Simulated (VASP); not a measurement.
# Sn (Fd-3m) in VASP: further runs

Runs on Sn. Level: r2SCAN. Tasks: single point.

All numbers are computed with VASP 6.6.1; they aren't measurements. Logs are shortened: lines on timing, memory, paths and dates and some standing lists are left out, and cuts for length are marked.

## Step 1: The cell of the first run

The structure is cubic, space group Fd-3m (No. 227). The conventional cell has a = 6.677 Å, b = 6.677 Å, c = 6.677 Å, α = 90.00°, β = 90.00°, γ = 90.00°. Sn (site symmetry -43m) has 4 Sn at 2.89 Å within 3.8 Å.

This isn't the form of Sn at room conditions, which is tetragonal (white tin).

## Step 2: Single point, r2SCAN

Contents of POSCAR:

```
Sn
1.0
    0.0000000000      3.3385379242      3.3385379242
    3.3385379242      0.0000000000      3.3385379242
    3.3385379242      3.3385379242      0.0000000000
Sn
2
Direct
    0.0000000000      0.0000000000      0.0000000000
    0.2500000000      0.2500000000      0.2500000000
```

Contents of INCAR.step1:

```
SYSTEM = Sn
PREC     = Accurate       ! precision mode
ENCUT    = 520            ! plane-wave cutoff, eV
ISMEAR   = -1             ! smearing method
SIGMA    = 0.1            ! smearing width, eV
LREAL    = .False.        ! projectors in reciprocal space
LASPH    = .True.         ! aspherical terms in the spheres
NELM     = 100            ! most SCF steps
NBANDS   = 21             ! bands
GGA      = PE             ! functional
ALGO     = Normal         ! electronic algorithm
EDIFF    = 1E-4           ! SCF threshold, eV
LWAVE    = .True.         ! write WAVECAR
LCHARG   = .False.        ! write CHGCAR
```

Contents of INCAR.step2:

```
SYSTEM = Sn
PREC     = Accurate       ! precision mode
ENCUT    = 520            ! plane-wave cutoff, eV
EDIFF    = 1E-6           ! SCF threshold, eV
ISMEAR   = -1             ! smearing method
SIGMA    = 0.1            ! smearing width, eV
LREAL    = .False.        ! projectors in reciprocal space
LASPH    = .True.         ! aspherical terms in the spheres
NELM     = 100            ! most SCF steps
ALGO     = Normal         ! electronic algorithm
ISIF     = 2              ! what is computed and relaxed
LWAVE    = .False.        ! write WAVECAR
LCHARG   = .False.        ! write CHGCAR
METAGGA  = R2SCAN         ! meta-GGA
LMIXTAU  = .True.       
NBANDS   = 21             ! bands
ISTART   = 1
```

Contents of KPOINTS:

```
Automatic mesh
0
Gamma
  9 9 9
  0 0 0
```

Potentials or basis: VASP PAW PBE potentials, release 64 (Sn_d).

Command:

```
$ cat potpaw_PBE.64/Sn_d/POTCAR > POTCAR
$ cp INCAR.step1 INCAR
$ mpirun -np 1 vasp_std > vasp.out
$ cp INCAR.step2 INCAR
$ mpirun -np 1 vasp_std > vasp.out
```

OUTCAR:

```text
SYSTEM = Sn
   PREC = Accurate
   ENCUT = 520
   EDIFF = 1E-6
   ISMEAR = -1
   LREAL = .False.
   LASPH = .True.
   NELM = 100
   ISIF = 2
   METAGGA = R2SCAN
   ISTART = 1

 ion  position               nearest neighbor table
   1  0.000  0.000  0.000-   2 2.89   2 2.89   2 2.89   2 2.89
   2  0.250  0.250  0.250-   1 2.89   1 2.89   1 2.89   1 2.89

  LATTYP: Found a face centered cubic cell.
 ALAT       =     6.6770758484

  Lattice vectors:

 A1 = (   0.0000000000,   3.3385379242,   3.3385379242)
 A2 = (   3.3385379242,   0.0000000000,   3.3385379242)
 A3 = (   3.3385379242,   3.3385379242,   0.0000000000)

Analysis of symmetry for initial positions (statically):
=====================================================================
 Subroutine PRICEL returns:
 Original cell was already a primitive cell.

 Routine SETGRP: Setting up the symmetry group for a
 face centered cubic supercell.

 Subroutine GETGRP returns: Found 48 space group operations
 (whereof 24 operations were pure point group operations)
 out of a pool of 48 trial point group operations.

The static configuration has the point symmetry T_d .
 The point group associated with its full space group is O_h .

Analysis of symmetry for dynamics (positions and initial velocities):
=====================================================================
 Subroutine PRICEL returns:
 Original cell was already a primitive cell.

 Routine SETGRP: Setting up the symmetry group for a
 face centered cubic supercell.

 Subroutine GETGRP returns: Found 48 space group operations
 (whereof 24 operations were pure point group operations)
 out of a pool of 48 trial point group operations.

The dynamic configuration has the point symmetry T_d .
 The point group associated with its full space group is O_h .

 Subroutine INISYM returns: Found 48 space group operations
 (whereof 24 operations are pure point group operations),
 and found     1 'primitive' translations

----------------------------------------------------------------------------------------

                                     Primitive cell

  volume of cell :      74.4216

  direct lattice vectors                    reciprocal lattice vectors
     0.000000000  3.338537924  3.338537924    -0.149766159  0.149766159  0.149766159
     3.338537924  0.000000000  3.338537924     0.149766159 -0.149766159  0.149766159
     3.338537924  3.338537924  0.000000000     0.149766159  0.149766159 -0.149766159

  length of vectors
     4.721405611  4.721405611  4.721405611     0.259402596  0.259402596  0.259402596

  position of ions in fractional coordinates (direct lattice)
     0.000000000  0.000000000  0.000000000
     0.250000000  0.250000000  0.250000000

  ion indices of the primitive-cell ions
   primitive index   ion index
                 1           1
                 2           2

----------------------------------------------------------------------------------------

 KPOINTS: Automatic mesh

Automatic generation of k-mesh.
 Grid dimensions read from file:
 generate k-points for:    9    9    9

 Generating k-lattice:

  Cartesian coordinates                     Fractional coordinates (reciprocal lattice)
    -0.016640684  0.016640684  0.016640684     0.111111111  0.000000000  0.000000000
     0.016640684 -0.016640684  0.016640684     0.000000000  0.111111111  0.000000000
     0.016640684  0.016640684 -0.016640684     0.000000000  0.000000000  0.111111111

  Length of vectors
     0.028822511  0.028822511  0.028822511

  Shift w.r.t. Gamma in fractional coordinates (k-lattice)
     0.000000000  0.000000000  0.000000000

 Subroutine IBZKPT returns following result:
 ===========================================

 Found     35 irreducible k-points:

 Following reciprocal coordinates:
            Coordinates               Weight
  0.000000  0.000000  0.000000      1.000000
  0.111111  0.000000  0.000000      8.000000
  0.222222  0.000000  0.000000      8.000000
  0.333333  0.000000  0.000000      8.000000
  0.444444  0.000000  0.000000      8.000000
  0.111111  0.111111  0.000000      6.000000
[... 16 lines left out ...]
 -0.333333  0.333333  0.000000     12.000000
  0.444444  0.444444  0.000000      6.000000
 [... further k-points ...]
   k-points           NKPTS =     35   k-points in BZ     NKDIM =     35   number of bands    NBANDS=     21
   number of dos      NEDOS =    301   number of ions     NIONS =      2
   total plane-waves  NPLWV =  46656
   dimension x,y,z NGX =    36 NGY =   36 NGZ =   36
   dimension x,y,z NGXF=    72 NGYF=   72 NGZF=   72
   ions per type =               2
   NGX,Y,Z   is equivalent  to a cutoff of  12.68, 12.68, 12.68 a.u.
   NGXF,Y,Z  is equivalent  to a cutoff of  25.35, 25.35, 25.35 a.u.
 SYSTEM =  Sn
   PREC   = accura    normal or accurate (medium, high low for compatibility)
   ISTART =      1    job   : 0-new  1-cont  2-samecut
   ICHARG =      0    charge: 1-file 2-atom 10-const
   ISPIN  =      1    spin polarized calculation?
   LNONCOLLINEAR =      F non collinear calculations
   LSORBIT =      F    spin-orbit coupling
   LASPH  =      T    aspherical Exc in radial PAW
   ENCUT  =  520.0 eV  38.22 Ry    6.18 a.u.   8.78  8.78  8.78*2*pi/ulx,y,z
   NELM   =    100;   NELMIN=  2; NELMDL=  0     # of ELM steps
   EDIFF  = 0.1E-05   stopping-criterion for ELM
   LREAL  =      F    real-space projection
[... 7 lines left out ...]
   TEBEG  =    0.0;   TEEND  =   0.0 temperature during run
   PSTRESS=    0.0 pullay stress
   NELECT =      28.0000    total number of electrons
   NUPDOWN=      -1.0000    fix difference up-down
   EMIN   =  10.00;   EMAX   =-10.00  energy-range for DOS
   EFERMI =   0.00;   METHOD = LEGACY
   ISMEAR =    -1;   SIGMA  =   0.10  broadening in eV -4-tet -1-fermi 0-gaus
   EFERMI_NEDOS =   21; number of points for ismear=-14 and -15
   IALGO  =     38    algorithm
   IMIX   =      4    mixing-type and parameters
     AMIX     =   0.40;   BMIX     =  1.00
     AMIX_MAG =   1.60;   BMIX_MAG =  1.00
  volume/ion in A,a.u.               =      37.21       251.11
  Fermi-wavevector in a.u.,A,eV,Ry     =   1.181847  2.233367 19.004100  1.396762
  Thomas-Fermi vector in A             =   2.318112
   LORBIT       =      0    0 simple, 1 ext, 2 COOP (PROOUT), +10 PAW based schemes
   METAGGA = R2SCAN    functional components
   LHFCALC =     F    Hartree Fock is set to
   AEXX    =    0.0000 exact exchange contribution
   IVDW    =     0    specifies the selected vdW correction
   LEPSILON=     F    determine dielectric tensor
   LRPA    =     F    only Hartree local field effects (RPA)
 non-spin polarized calculation
  energy-cutoff  :      520.00
  volume of cell :       74.42
 maximum number of plane-waves:      2017
   NGX = 17   NGY = 17   NGZ = 17

 number of electron      28.0000013 magnetization

 Free energy of the ion-electron system (eV)
  ---------------------------------------------------
  ext. energy  EPLUGINS =         0.00000000
  ---------------------------------------------------
  free energy    TOTEN  =       -49.47281625 eV

  energy without entropy =      -49.46606426  energy(sigma->0) =      -49.46944026

 E-fermi :   4.6628     XC(G=0):  -9.1940

 val. band max:        4.4956888232   @ k =   0.1111   0.0000   0.0000
 cond. band min:       4.6870794665   @ k =   0.4444   0.0000   0.0000
 fundamental gap:      0.1913906433
 Fermi energy:         4.6627811906

 k-point     1 :       0.0000    0.0000    0.0000
  band No.  band energies     occupation
      1     -17.5464      2.00000
      2     -17.5464      2.00000
      3     -17.5464      2.00000
      4     -17.4910      2.00000
      5     -17.4910      2.00000
      6     -17.2332      2.00000
[... 13 lines left out ...]
     20      12.7739      0.00000
     21      12.7739      0.00000

 k-point     2 :       0.1111    0.0000    0.0000
  band No.  band energies     occupation
      1     -17.5537      2.00000
      2     -17.5537      2.00000
      3     -17.5438      2.00000
      4     -17.4808      2.00000
      5     -17.4808      2.00000
      6     -17.2481      2.00000
[... 13 lines left out ...]
     20      12.1031      0.00000
     21      12.1031      0.00000

 k-point     3 :       0.2222    0.0000    0.0000
  band No.  band energies     occupation
      1     -17.5653      2.00000
      2     -17.5653      2.00000
      3     -17.5371      2.00000
      4     -17.4622      2.00000
      5     -17.4622      2.00000
      6     -17.2649      2.00000
[... 13 lines left out ...]
     20      11.7723      0.00000
     21      11.7723      0.00000

 k-point     4 :       0.3333    0.0000    0.0000
  band No.  band energies     occupation
      1     -17.5733      2.00000
      2     -17.5733      2.00000
      3     -17.5292      2.00000
      4     -17.4475      2.00000
      5     -17.4475      2.00000
      6     -17.2761      2.00000
[... 13 lines left out ...]
     20      12.2336      0.00000
     21      12.2336      0.00000

 k-point     5 :       0.4444    0.0000    0.0000
  band No.  band energies     occupation
      1     -17.5769      2.00000
      2     -17.5769      2.00000
      3     -17.5238      2.00000
      4     -17.4406      2.00000
      5     -17.4405      2.00000
      6     -17.2807      2.00000
[... 13 lines left out ...]
     20      13.3181      0.00000
     21      13.3181      0.00000
[... 382 lines left out ...]
     20      14.0944      0.00000
     21      14.6203      0.00000

 k-point    22 :      -0.4444    0.3333    0.0000
  band No.  band energies     occupation
      1     -17.6059      2.00000
      2     -17.5896      2.00000
      3     -17.4785      2.00000
      4     -17.4039      2.00000
      5     -17.3822      2.00000
      6     -17.3510      2.00000
[... 13 lines left out ...]
     20      13.4371      0.00000
     21      15.0064      0.00000

 k-point    23 :      -0.3333    0.3333    0.0000
  band No.  band energies     occupation
      1     -17.6097      2.00000
      2     -17.5902      2.00000
      3     -17.4729      2.00000
      4     -17.3873      2.00000
      5     -17.3798      2.00000
      6     -17.3636      2.00000
[... 13 lines left out ...]
     20      12.2703      0.00000
     21      15.4320      0.00000

 k-point    24 :       0.4444    0.4444    0.0000
  band No.  band energies     occupation
      1     -17.5894      2.00000
      2     -17.5894      2.00000
      3     -17.4956      2.00000
      4     -17.4455      2.00000
      5     -17.3787      2.00000
      6     -17.3322      2.00000
[... 13 lines left out ...]
     20      14.5089      0.00000
     21      15.0620      0.00000

 [... further k-points ...]

------------------------ aborting loop because EDIFF is reached ----------------------------------------

  FORCE on cell =-STRESS in cart. coord.  units (eV):
  Direction    XX          YY          ZZ          XY          YZ          ZX
  --------------------------------------------------------------------------------------
  -------------------------------------------------------------------------------------
  Total       -0.8805162     -0.8805162     -0.8805162     -0.0000000      0.0000000      0.0000000
  in kB      -18.9560996    -18.9560996    -18.9560996     -0.0000000      0.0000000      0.0000000
  external PRESSURE =     -18.9560996 kB  Pullay stress =       0.0000000 kB

 VOLUME and BASIS-vectors are now :
 -----------------------------------------------------------------------------
  energy-cutoff  :      520.00
  volume of cell :       74.42
      direct lattice vectors                 reciprocal lattice vectors
     0.000000000  3.338537924  3.338537924    -0.149766159  0.149766159  0.149766159
     3.338537924  0.000000000  3.338537924     0.149766159 -0.149766159  0.149766159
     3.338537924  3.338537924  0.000000000     0.149766159  0.149766159 -0.149766159

 POSITION                                       TOTAL-FORCE (eV/Angst)
 -----------------------------------------------------------------------------------
      0.00000      0.00000      0.00000         0.000000     -0.000000      0.000000
      1.66927      1.66927      1.66927         0.000000      0.000000     -0.000000
 -----------------------------------------------------------------------------------
    total drift:                                0.000000      0.000000      0.000000

  FREE ENERGIE OF THE ION-ELECTRON SYSTEM (eV)
  ---------------------------------------------------
  free  energy   TOTEN  =       -49.4728162547 eV

  energy  without entropy=      -49.4660642584  energy(sigma->0) =      -49.46944026
```

Run time: 100 s. Hardware: 1 thread of AMD EPYC 9R45 (Zen 5), shared host; peak memory 0.2 GiB.

Results:

| Property | Result |
| --- | --- |
| Free energy | -49.4728 eV |
| Pressure | -1.9 GPa |
| Band gap on the k mesh | zero (bands 14 and 15 overlap by 0.02 eV) |

Caveat: the PAW data sets were made with another functional, which shifts forces and pressure a little; spin-orbit coupling is left out, which moves the levels of the heavy elements.

## Step 3: Single point, r2SCAN

This run uses another cell than the first one, of 38.32 Å³/atom.

Contents of POSCAR:

```
Sn
1.0
    0.0000000000      3.3712707755      3.3712707755
    3.3712707755      0.0000000000      3.3712707755
    3.3712707755      3.3712707755      0.0000000000
Sn
2
Direct
    0.0000000000      0.0000000000      0.0000000000
    0.2500000000      0.2500000000      0.2500000000
```

Contents of INCAR.step1:

```
ALGO = Normal
EDIFF = 1E-4
ENCUT = 520
GGA = PE
ISMEAR = -1
LASPH = T
LCHARG = F
LREAL = F
LWAVE = T
NBANDS = 21
NELM = 100
PREC = Accurate
SIGMA = 0.1
```

Contents of INCAR.step2:

```
ALGO = Normal
EDIFF = 1E-6
ENCUT = 520
ISIF = 2
ISMEAR = -1
ISTART = 1
LASPH = T
LCHARG = F
LMIXTAU = T
LREAL = F
LWAVE = F
METAGGA = R2SCAN
NBANDS = 21
NELM = 100
PREC = Accurate
SIGMA = 0.1
```

Contents of KPOINTS:

```
k-points
0
Gamma
  9 9 9
```

Potentials or basis: VASP PAW PBE potentials, release 64 (Sn_d).

Command:

```
$ cat potpaw_PBE.64/Sn_d/POTCAR > POTCAR
$ cp INCAR.step1 INCAR
$ mpirun -np 1 vasp_std > vasp.out
$ cp INCAR.step2 INCAR
$ mpirun -np 1 vasp_std > vasp.out
```

Run time: 1.7 min. Hardware: 1 thread of AMD EPYC 9R45 (Zen 5), shared host; peak memory 0.2 GiB.

The run converged. Its results:

```
Free energy            : -49.4411 eV
Pressure               : -2.8 GPa
Band gap on the k mesh : zero (bands 14 and 15 overlap by 0.08 eV)
```

Levels at points of the mesh, in eV from the Fermi level:
```csv
k point,band 11,band 12,band 13,band 14,band 15,band 16,band 17,band 18
"(0.00, 0.00, 0.00)",-10.32,-1.12,0.07,0.07,0.07,2.27,2.27,2.27
```

Caveat: the PAW data sets were made with another functional, which shifts forces and pressure a little; spin-orbit coupling is left out, which moves the levels of the heavy elements.

[end of part 1 of 2]

The gap in the log of VASP goes by the Fermi energy; the results here count the filled bands.